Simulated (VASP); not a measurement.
Runs of VASP 6.6.1 on AgBr. The structure is that of space group Fm-3m (No. 225), or close to it. The cells are those of the table. 

```csv
task,cell,k mesh,smearing,gap on the mesh (eV),pressure (GPa)
single point,"a = 4.171 Å, angles 60.0°, 2 atoms",8 × 8 × 8,gaussian 0.02 eV,1.26,-2.3
relaxation of cell and atoms,"relaxed from a = 4.059 Å, angles 60.0°, 2 atoms",8 × 8 × 8,gaussian 0.02 eV,1.25,0.0
single point,"a = 4.059 Å, angles 60.0°, 2 atoms",6 × 6 × 6,gaussian 0.1 eV,1.25,1.1
single point,"a = 4.131 Å, angles 60.0°, 2 atoms",8 × 8 × 8,gaussian 0.02 eV,1.25,(a)
single point,"a = 4.091 Å, angles 60.0°, 2 atoms",8 × 8 × 8,gaussian 0.02 eV,1.25,(b)
```

Alike in all rows: level r2SCAN; potentials or basis VASP PAW PBE potentials, release 64 (Ag, Br); no spin polarisation; cutoff (eV) 550.

Task: Estimate the missing entries.

Result: (a) -1.3; (b) -0.1.

Caveats: the PAW data sets were made with another functional, which shifts forces and pressure a little.

A k mesh can miss the band edges, and the runs leave out spin-orbit coupling on Ag, Br.
